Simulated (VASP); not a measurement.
Set up this calculation in VASP 6.6.1, as the native input.

- Task: relaxation of cell and atoms
- Functional: PBEsol
- Potentials or basis: VASP PAW PBE potentials, release 64 (Na_pv)
- Cutoff: 600 eV
- k mesh: 13 × 13 × 13
- Occupations: methfessel-paxton, width 0.05 eV
- Spin: no spin polarisation
- Dipole correction: no
- Further INCAR settings: ALGO = Normal; EDIFF = 1e-06; IBRION = 2; EDIFFG = -0.02; NSW = 80; ISIF = 3

The structure of Na lies in POSCAR:

```
Na
1.0
   -2.1410000000      2.1410000000      2.1410000000
    2.1410000000     -2.1410000000      2.1410000000
    2.1410000000      2.1410000000     -2.1410000000
Na
1
Direct
    0.0000000000      0.0000000000      0.0000000000
```

One way to write it, as run:

INCAR

```
PREC = Accurate ; ENCUT = 600
EDIFF = 1E-6 ; ISMEAR = 1
SIGMA = 0.05 ; LREAL = F
LASPH = T ; NELM = 60
ALGO = Normal ; ISIF = 3
LWAVE = F ; LCHARG = F
GGA = PS ; IBRION = 2
NSW = 80 ; EDIFFG = -0.02
```

KPOINTS

```
regular mesh
0
Gamma
  13 13 13
```

Potentials or basis: VASP PAW PBE potentials, release 64 (Na_pv).

Launch:

```sh
$ cat potpaw_PBE.64/Na_pv/POTCAR > POTCAR
$ mpirun -np 1 vasp_std > vasp.out
```

Results of the run:

```json
{
  "Relaxed volume": "36.25 Å³/atom",
  "Relaxed cell": "a = 3.611 Å, b = 3.611 Å, c = 3.611 Å, α = 109.47°, β = 109.47°, γ = 109.47°",
  "Space group after relaxing (to 0.05 Å)": "Im-3m (No. 229)",
  "Energy gained by relaxing": "5.5 meV/atom",
  "Ionic steps": "3",
  "Pressure after relaxing": "0.0 GPa"
}
```

Caveat: the PAW data sets were made with another functional, which shifts forces and pressure a little.

Wall time 20 s on 1 thread of Intel(R) Xeon(R) Platinum 8559C (Emerald Rapids), with other jobs on the host, peak memory 0.16 GiB.
